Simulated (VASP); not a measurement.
KCl, 2 atoms in the cell. It takes space group I4/mmm (No. 139, tetragonal). Conventional cell: a = 4.463 Å, b = 4.463 Å, c = 6.565 Å, α = 90.00°, β = 90.00°, γ = 90.00°. Within 4.2 Å of K (site symmetry 4/mmm) lie 6 Cl at 3.16 to 3.28 Å. Within 4.2 Å of Cl (site symmetry 4/mmm) lie 6 K at 3.16 to 3.28 Å.  This cell differs from its parent crystal: strain +0.0400 x Voigt [0, 1, 0, 0, 0, 0].

- Program: VASP 6.6.1
- Task: single point
- Functional: PBE
- Potentials or basis: VASP PAW PBE potentials, release 64 (K_sv, Cl)
- Cutoff: 520 eV
- k mesh: 6 × 6 × 6
- Occupations: gaussian, width 0.05 eV
- Spin: no spin polarisation
- Dipole correction: no
- Further INCAR settings: ALGO = Normal; EDIFF = 1e-06; NBANDS = 15

Potentials or basis: VASP PAW PBE potentials, release 64 (K_sv, Cl).

Launch:

```sh
$ cat potpaw_PBE.64/K_sv/POTCAR potpaw_PBE.64/Cl/POTCAR > POTCAR
$ mpirun -np 1 vasp_std > vasp.out
```

Hardware: 1 thread of Intel(R) Xeon(R) Platinum 8259CL CPU @ 2.50GHz (Skylake/Cascade Lake), with other jobs on the host.

**Question.** Estimate the wall time of this run.

**Answer.** Wall time 38 s on 1 thread of Intel(R) Xeon(R) Platinum 8259CL CPU @ 2.50GHz (Skylake/Cascade Lake), on a shared host, peak memory 0.21 GiB. Counts: scf iterations 13, k points 30.
